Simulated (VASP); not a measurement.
Input of a VASP 6.6.1 run:

Contents of INCAR:

```
PREC     = Accurate       # precision mode
ENCUT    = 520            # plane-wave cutoff, eV
EDIFF    = 1E-6           # SCF threshold, eV
ISMEAR   = 0              # smearing method
SIGMA    = 0.0121         # smearing width, eV
LREAL    = False          # projectors in reciprocal space
LASPH    = True           # aspherical terms in the spheres
NELM     = 100            # most SCF steps
ALGO     = Normal         # electronic algorithm
ISIF     = 2              # what is computed and relaxed
LWAVE    = False          # write WAVECAR
LCHARG   = True           # write CHGCAR
GGA      = PE             # functional
LELF     = True           # ELF
LVHAR    = True         
NBANDS   = 35             # bands
```

The input KPOINTS:

```
Automatic mesh
0
Gamma
  5 5 5
```

POSCAR

```
La2FeCo2C
1.0
   -2.0373043690      2.9738102984      4.4727553470
    4.0746087381      0.0000000000      0.0000000000
    2.0373043690      2.9738102984     -4.4727553470
La Co Fe C
2 2 1 1
Direct
    0.3065386310      0.8065386310      0.6934613690
    0.6934613690      0.1934613690      0.3065386310
    0.7964673687      0.5000000000      0.7964673687
    0.2035326313      0.5000000000      0.2035326313
    0.0000000000      0.0000000000      0.0000000000
    0.5000000000      0.5000000000      0.5000000000
```

Potentials or basis: VASP PAW PBE potentials, release 64 (La, Co, Fe, C).

Run with:

```sh
$ cat potpaw_PBE.64/La/POTCAR potpaw_PBE.64/Co/POTCAR potpaw_PBE.64/Fe/POTCAR potpaw_PBE.64/C/POTCAR > POTCAR
$ mpirun -np 1 vasp_std > vasp.out
```

What does it give for the pressure?

-0.1 GPa.

Estimate the band gap on the k mesh.

zero (band 26 reaches 8.52 eV, above the bottom of band 27 at 8.22 eV).

Forces in eV/Å, atoms in the order of the input:
```
La   0.000  0.000 -0.002
La   0.000  0.000  0.002
Co   0.000  0.079  0.000
Co   0.000 -0.079  0.000
Fe   0.000  0.000  0.000
C    0.000  0.000  0.000
```

Caveat: spin-orbit coupling is left out, which moves the levels of the heavy elements. Spin polarisation is off, so any magnetic state and its effect on volume and gap are missing.
